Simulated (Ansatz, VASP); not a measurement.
**ZrO2: VASP beside Ansatz**

INCAR

```
ALGO = Normal
EDIFF = 1E-6
ENCUT = 600
GGA = PE
GGA_COMPAT = False
ISIF = 2
ISMEAR = 0
LASPH = True
LCHARG = False
LREAL = False
LWAVE = False
NBANDS = 19
NELM = 120
PREC = Accurate
SIGMA = 0.02
```

KPOINTS

```
k-points
0
Gamma
  8 8 8
```

File POSCAR:

```
ZrO2
1.0
    0.0000000000      2.5578903959      2.5578903959
    2.5578903959      0.0000000000      2.5578903959
    2.5578903959      2.5578903959      0.0000000000
Zr O
1 2
Direct
    0.0000000000      0.0000000000      0.0000000000
    0.2500000000      0.2500000000      0.2500000000
    0.7500000000      0.7500000000      0.7500000000
```

Input for Ansatz:

```yaml
crystal:
  lattice:
    - [0.0, 2.5578903959, 2.5578903959]
    - [2.5578903959, 0.0, 2.5578903959]
    - [2.5578903959, 2.5578903959, 0.0]
  atoms:
    - { symbol: Zr, position: [0.0, 0.0, 0.0] }
    - { symbol: O, position: [0.25, 0.25, 0.25] }
    - { symbol: O, position: [0.75, 0.75, 0.75] }
basis:
  ecutwfc: 420
kpoints:
  mp_grid: { grid: [8, 8, 8] }
  band_path:
    path:
      - [[0.0, 0.0, 0.0], [0.5, 0.0, 0.5], [0.625, 0.25, 0.625]]
      - [[0.375, 0.375, 0.75], [0.0, 0.0, 0.0], [0.5, 0.5, 0.5], [0.5, 0.25, 0.75], [0.5, 0.0, 0.5]]
    npoints: 10
hamiltonian:
  xc: pbe
scf:
  occupations: { method: gaussian, width: 0.02 }
  n_extra_bands: 7
output:
  forces: true
  stress: true
  eigenvalues: true
```

Alike in both runs: task single point; functional PBE; k mesh 8 × 8 × 8; occupations gaussian, width 0.02 eV; no spin polarisation.

|  | VASP | Ansatz |
| --- | --- | --- |
| version | VASP 6.6.1 | Ansatz 0.2.0 |
| potentials or method | VASP PAW PBE potentials, release 64 (Zr_sv, O), cutoff 600 eV | scalar-relativistic, plane waves, PAW |
| valence electrons in the cell | 24 | 24 |

VASP gave:

- gap on the k mesh at the Fermi level (eV): 3.31
- least direct gap on the mesh (eV): 3.74
- pressure (GPa): 0.1

Question: Which values does Ansatz return?

Answer: gap on the k mesh at the Fermi level (eV): 3.32; least direct gap on the mesh (eV): 3.75; pressure (GPa): 0.0.
